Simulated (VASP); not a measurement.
# C (Fd-3m) in VASP: a series of runs, part 2 of 2

VASP 6.6.1.

**3. Single point, r2SCAN**

Contents of POSCAR:

```
C
1.0
    0.0000000000      1.7801417077      1.7801417077
    1.7801417077      0.0000000000      1.7801417077
    1.7801417077      1.7801417077      0.0000000000
C
2
Direct
    0.5000000000      0.5000000000      0.5000000000
    0.7500000000      0.7500000000      0.7500000000
```

Contents of INCAR.step1:

```
SYSTEM = C
  PREC = Accurate
  ENCUT = 520
  ISMEAR = 0
  SIGMA = 0.05
  LREAL = .FALSE.
  LASPH = .TRUE.
  NELM = 100
  NBANDS = 11
  GGA = PE
  ALGO = Normal
  EDIFF = 1E-4
  LWAVE = .TRUE.
  LCHARG = .FALSE.
```

Contents of INCAR.step2:

```
SYSTEM = C
  PREC = Accurate
  ENCUT = 520
  EDIFF = 1E-6
  ISMEAR = 0
  SIGMA = 0.05
  LREAL = .FALSE.
  LASPH = .TRUE.
  NELM = 100
  ALGO = Normal
  ISIF = 2
  LWAVE = .FALSE.
  LCHARG = .FALSE.
  METAGGA = R2SCAN
  LMIXTAU = .TRUE.
  NBANDS = 11
  ISTART = 1
```

Contents of KPOINTS:

```
regular mesh
0
G
  12 12 12
  0 0 0
```

Potentials or basis: VASP PAW PBE potentials, release 64 (C).

The run is started by

```bash
cat potpaw_PBE.64/C/POTCAR > POTCAR
cp INCAR.step1 INCAR
mpirun -np 1 vasp_std > vasp.out
cp INCAR.step2 INCAR
mpirun -np 1 vasp_std > vasp.out
```

OUTCAR:

```text
SYSTEM = C
   PREC = Accurate
   ENCUT = 520
   EDIFF = 1E-6
   ISMEAR = 0
   LREAL = .FALSE.
   LASPH = .TRUE.
   NELM = 100
   ISIF = 2
   METAGGA = R2SCAN
   ISTART = 1

 ion  position               nearest neighbor table
   1  0.500  0.500  0.500-   2 1.54   2 1.54   2 1.54   2 1.54
   2  0.750  0.750  0.750-   1 1.54   1 1.54   1 1.54   1 1.54

  LATTYP: Found a face centered cubic cell.
 ALAT       =     3.5602834154

  Lattice vectors:

 A1 = (   0.0000000000,   1.7801417077,   1.7801417077)
 A2 = (   1.7801417077,   0.0000000000,   1.7801417077)
 A3 = (   1.7801417077,   1.7801417077,   0.0000000000)

Analysis of symmetry for initial positions (statically):
=====================================================================
 Subroutine PRICEL returns:
 Original cell was already a primitive cell.

 Routine SETGRP: Setting up the symmetry group for a
 face centered cubic supercell.

 Subroutine GETGRP returns: Found 48 space group operations
 (whereof 24 operations were pure point group operations)
 out of a pool of 48 trial point group operations.
[... 166 lines left out ...]

 val. band max:        9.7920117379   @ k =   0.0000   0.0000   0.0000
 cond. band min:      14.1472585322   @ k =   0.3333   0.3333   0.0000
 fundamental gap:      4.3552467944
 Fermi energy:        10.1688365831

 k-point     1 :       0.0000    0.0000    0.0000
  band No.  band energies     occupation
      1     -12.9788      2.00000
      2       9.7920      2.00000
      3       9.7920      2.00000
      4       9.7920      2.00000
      5      15.6425      0.00000
      6      15.6425      0.00000
      7      15.6425      0.00000
      8      23.7406      0.00000
      9      30.2607      0.00000
     10      37.2405      0.00000
     11      37.2405      0.00000
[... 309 lines left out ...]
 k-point    24 :      -0.4167    0.1667    0.0000
  band No.  band energies     occupation
      1      -6.5517      2.00000
      2      -3.4551      2.00000
      3       3.9515      2.00000
      4       5.9655      2.00000
      5      17.7194      0.00000
      6      20.5920      0.00000
      7      21.5798      0.00000
      8      26.2468      0.00000
      9      30.4174      0.00000
     10      35.1252      0.00000
     11      35.9008      0.00000

 [... further k-points ...]
[... 5 lines left out ...]
  --------------------------------------------------------------------------------------
  -------------------------------------------------------------------------------------
  Total        0.0788878      0.0788878      0.0788878      0.0000000      0.0000000      0.0000000
  in kB       11.2028042     11.2028042     11.2028042      0.0000000      0.0000000      0.0000000
  external PRESSURE =      11.2028042 kB  Pullay stress =       0.0000000 kB

 VOLUME and BASIS-vectors are now :
 -----------------------------------------------------------------------------
  energy-cutoff  :      520.00
  volume of cell :       11.28
      direct lattice vectors                 reciprocal lattice vectors
     0.000000000  1.780141708  1.780141708    -0.280876516  0.280876516  0.280876516
     1.780141708  0.000000000  1.780141708     0.280876516 -0.280876516  0.280876516
     1.780141708  1.780141708  0.000000000     0.280876516  0.280876516 -0.280876516

 POSITION                                       TOTAL-FORCE (eV/Angst)
 -----------------------------------------------------------------------------------
      1.78014      1.78014      1.78014         0.000000      0.000000      0.000000
      2.67021      2.67021      2.67021        -0.000000     -0.000000     -0.000000
 -----------------------------------------------------------------------------------
    total drift:                                0.000000     -0.000000      0.000000

  FREE ENERGIE OF THE ION-ELECTRON SYSTEM (eV)
  ---------------------------------------------------
  free  energy   TOTEN  =       -19.6572159075 eV

  energy  without entropy=      -19.6572159075  energy(sigma->0) =      -19.65721591
```

It took 15 s on 1 thread of Intel Xeon 6975P-C (Granite Rapids), shared host; peak memory 0.12 GiB.

Results:

| Quantity | Value |
| --- | --- |
| Free energy | -19.6572 eV |
| Pressure | 1.1 GPa |
| Band gap on the k mesh | 4.36 eV, indirect (least direct gap 5.85 eV) |

Caveat: the PAW data sets were made with another functional, which shifts forces and pressure a little.

**4. Single point, r2SCAN**

POSCAR is that of step 3.

Contents of INCAR.step1:

```
  ALGO = Normal
  EDIFF = 1E-4
  ENCUT = 520
  GGA = PE
  ISMEAR = 0
  LASPH = True
  LCHARG = False
  LREAL = False
  LWAVE = True
  NBANDS = 11
  NELM = 100
  PREC = Accurate
  SIGMA = 0.05
```

Contents of INCAR.step2:

```
  ALGO = Normal
  EDIFF = 1E-6
  ENCUT = 520
  ISIF = 2
  ISMEAR = 0
  ISTART = 1
  LASPH = True
  LCHARG = True
  LELF = True
  LMIXTAU = True
  LREAL = False
  LVHAR = True
  LWAVE = False
  METAGGA = R2SCAN
  NBANDS = 11
  NELM = 100
  PREC = Accurate
  SIGMA = 0.05
```

Contents of KPOINTS:

```
k-points
0
Gamma
  12 12 12
```

The run is started by

```bash
cat potpaw_PBE.64/C/POTCAR > POTCAR
cp INCAR.step1 INCAR
mpirun -np 1 vasp_std > vasp.out
cp INCAR.step2 INCAR
mpirun -np 1 vasp_std > vasp.out
```

Wall time 15 s (1 thread of Intel Xeon 6975P-C (Granite Rapids), shared host); peak memory 0.12 GiB.

It converged, with:

| Item | Value |
| --- | --- |
| Free energy | -19.6572 eV |
| Pressure | 1.1 GPa |
| Band gap on the k mesh | 4.36 eV, indirect (least direct gap 5.85 eV) |

Levels at points of the mesh, in eV from the valence-band top:
```
           k point  band 2  band 3  band 4  band 5  band 6  band 7
(0.00, 0.00, 0.00)    0.00    0.00    0.00    5.85    5.85    5.85
(0.50, 0.00, 0.00)  -14.11   -2.99   -2.99    8.90    8.90    9.20
(0.50, 0.50, 0.00)  -13.63   -6.69   -6.69    5.01    5.01   17.96
```

Caveat: the PAW data sets were made with another functional, which shifts forces and pressure a little. A k mesh can miss the band edges.

**5. Single point, r2SCAN**

This run uses another cell than the first one: it holds 8 atoms, not 2.

Contents of POSCAR:

```
C
1.0
    3.5602834153      0.0000000000      0.0000000000
    0.0000000000     -3.5602834153      0.0000000000
    0.0000000000      0.0000000000     -3.5602834153
C
8
Direct
    0.5000000000      0.0000000000      0.0000000000
    0.0000000000      0.5000000000      0.0000000000
    0.0000000000      0.0000000000      0.5000000000
    0.5000000000      0.5000000000      0.5000000000
    0.7500000000      0.7500000000      0.7500000000
    0.2500000000      0.2500000000      0.7500000000
    0.2500000000      0.7500000000      0.2500000000
    0.7500000000      0.2500000000      0.2500000000
```

Contents of INCAR.step1:

```
ALGO     = Normal         # electronic algorithm
EDIFF    = 1E-4           # SCF threshold, eV
ENCUT    = 520            # plane-wave cutoff, eV
GGA      = PE             # functional
ISMEAR   = 0              # smearing method
LASPH    = T              # aspherical terms in the spheres
LCHARG   = F              # write CHGCAR
LREAL    = F              # projectors in reciprocal space
LWAVE    = T              # write WAVECAR
NBANDS   = 26             # bands
NELM     = 100            # most SCF steps
PREC     = Accurate       # precision mode
SIGMA    = 0.05           # smearing width, eV
```

Contents of INCAR.step2:

```
ALGO     = Normal         # electronic algorithm
EDIFF    = 1E-7           # SCF threshold, eV
ENCUT    = 520            # plane-wave cutoff, eV
ISIF     = 2              # what is computed and relaxed
ISMEAR   = 0              # smearing method
ISTART   = 1            
LASPH    = T              # aspherical terms in the spheres
LCHARG   = T              # write CHGCAR
LELF     = T              # ELF
LMIXTAU  = T            
LREAL    = F              # projectors in reciprocal space
LVHAR    = T            
LWAVE    = F              # write WAVECAR
METAGGA  = R2SCAN         # meta-GGA
NBANDS   = 26             # bands
NELM     = 100            # most SCF steps
PREC     = Accurate       # precision mode
SIGMA    = 0.05           # smearing width, eV
```

Contents of KPOINTS:

```
k-points
0
Gamma
  6 6 6
```

The run is started by

```bash
cat potpaw_PBE.64/C/POTCAR > POTCAR
cp INCAR.step1 INCAR
mpirun -np 1 vasp_std > vasp.out
cp INCAR.step2 INCAR
mpirun -np 1 vasp_std > vasp.out
```

Wall time 44 s (1 thread of Intel Xeon 6975P-C (Granite Rapids), shared host); peak memory 0.16 GiB.

It converged, with:

| Property | Result |
| --- | --- |
| Free energy | -78.6286 eV |
| Pressure | 1.1 GPa |
| Band gap on the k mesh | 4.36 eV |

Levels at points of the mesh, in eV from the valence-band top:
```csv
k point,band 12,band 13,band 14,band 15,band 16,band 17,band 18,band 19,band 20,band 21
"(0.00, 0.00, 0.00)",-6.69,-6.69,0.00,0.00,0.00,5.01,5.01,5.01,5.01,5.01
"(0.50, 0.00, 0.00)",-4.89,-4.39,-4.39,-4.39,-4.39,4.65,4.65,10.77,10.77,11.28
"(0.50, 0.50, 0.00)",-8.05,-3.21,-3.21,-3.21,-3.21,8.34,8.34,8.34,8.34,10.57
"(0.50, 0.50, 0.50)",-2.99,-2.99,-2.99,-2.99,-2.99,8.90,8.90,8.90,8.90,8.90
```

Caveat: the PAW data sets were made with another functional, which shifts forces and pressure a little. r2SCAN opens gaps a little over a GGA but as a rule still falls short of measured ones.

**6. The runs side by side**

| cell | k mesh | smearing | gap on the mesh (eV) | pressure (GPa) |
| --- | --- | --- | --- | --- |
| a = 2.518 Å, angles 60.0°, 2 atoms | 12 × 12 × 12 | gaussian 0.02 eV | 4.36 | 1.1 |
| a = 2.518 Å, angles 60.0°, 2 atoms | 12 × 12 × 12 | gaussian 0.05 eV | 4.36 | 1.1 |
| a = 3.560 Å, 8 atoms | 6 × 6 × 6 | gaussian 0.05 eV | 4.36 | 1.1 |

Alike in all rows: task single point; level r2SCAN; potentials or basis VASP PAW PBE potentials, release 64 (C); no spin polarisation; cutoff (eV) 520.

Caveats: the PAW data sets were made with another functional, which shifts forces and pressure a little.

Total energies depend on the potentials used, so only differences within one code and one set of settings carry meaning.
